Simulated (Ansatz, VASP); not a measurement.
Ti2Al6H: VASP beside Ansatz

```
Al Ti H
1.0
     5.02419    0.00000    0.00000
     2.15888    4.53670    0.00000
     0.00000    0.00000   21.21871
Al Ti H
6 2 1
Direct
  0.50000 0.00000 0.18851
  0.00000 0.50000 0.18851
  0.00000 0.00000 0.25173
  0.00000 0.50000 0.31935
  0.50000 0.00000 0.31935
  0.50000 0.50000 0.38262
  0.50000 0.50000 0.25173
  0.00000 0.00000 0.37970
  0.83333 0.00000 0.51458
```

Alike in both runs: task single point; functional PBE; dispersion D3(BJ); k mesh 6 × 6 × 1; occupations gaussian, width 0.1 eV; no spin polarisation.

|  | VASP | Ansatz |
| --- | --- | --- |
| version | VASP 6.6.1 | Ansatz 0.2.0 |
| potentials or method | VASP PAW PBE potentials, release 64 (Al, Ti_sv, H), cutoff 520 eV | scalar-relativistic, plane waves, PAW |
| valence electrons in the cell | 43 | 43 |

Ansatz gave:

| Property | Result |
| --- | --- |
| gap on the k mesh at the Fermi level (eV) | none |
| rms of the force components (eV/Å) | 0.421 |

Task: Estimate VASP's values.

Result: gap on the k mesh at the Fermi level (eV): none; rms of the force components (eV/Å): 0.422.

A gap of «none» marks a metal or a gap that the smearing closes.
